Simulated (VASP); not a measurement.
A run of VASP 6.6.1:

POSCAR

```
MgO
1.0
    2.9380209034      0.0000000000      0.0000000000
   -1.4690104517      2.5444007392      0.0000000000
    0.0000000000      0.0000000000      2.6796800000
Mg O
1 1
Direct
    0.0000000000      0.0000000000      0.0000000000
    0.3333333333      0.6666666667      0.5000000000
```

Contents of INCAR.step1:

```
SYSTEM = MgO
PREC = Accurate
ENCUT = 520
ISMEAR = 0
SIGMA = 0.05
LREAL = .False.
LASPH = .True.
NELM = 80
NBANDS = 11
GGA = PE
ALGO = Normal
EDIFF = 1E-4
LWAVE = .True.
LCHARG = .False.
```

Contents of INCAR.step2:

```
SYSTEM = MgO
PREC = Accurate
ENCUT = 520
EDIFF = 1E-7
ISMEAR = 0
SIGMA = 0.05
LREAL = .False.
LASPH = .True.
NELM = 80
ALGO = Normal
ISIF = 2
LWAVE = .False.
LCHARG = .True.
METAGGA = R2SCAN
LMIXTAU = .True.
LELF = .True.
LVHAR = .True.
NBANDS = 11
ISTART = 1
```

The input KPOINTS:

```
Automatic mesh
0
Gamma
  9 9 8
  0 0 0
```

Potentials or basis: VASP PAW PBE potentials, release 64 (Mg, O).

Run with:

```sh
$ cat potpaw_PBE.64/Mg/POTCAR potpaw_PBE.64/O/POTCAR > POTCAR
$ cp INCAR.step1 INCAR
$ mpirun -np 1 vasp_std > vasp.out
$ cp INCAR.step2 INCAR
$ mpirun -np 1 vasp_std > vasp.out
```

Hardware: 1 thread of AMD EPYC 7R13 Processor (Zen 3), with other jobs on the host.

Q: Estimate the wall time of this run.

A: Run time: 52 s on 1 thread of AMD EPYC 7R13 Processor (Zen 3), with other jobs on the host, peak memory 0.11 GiB. Counts: k points 60.
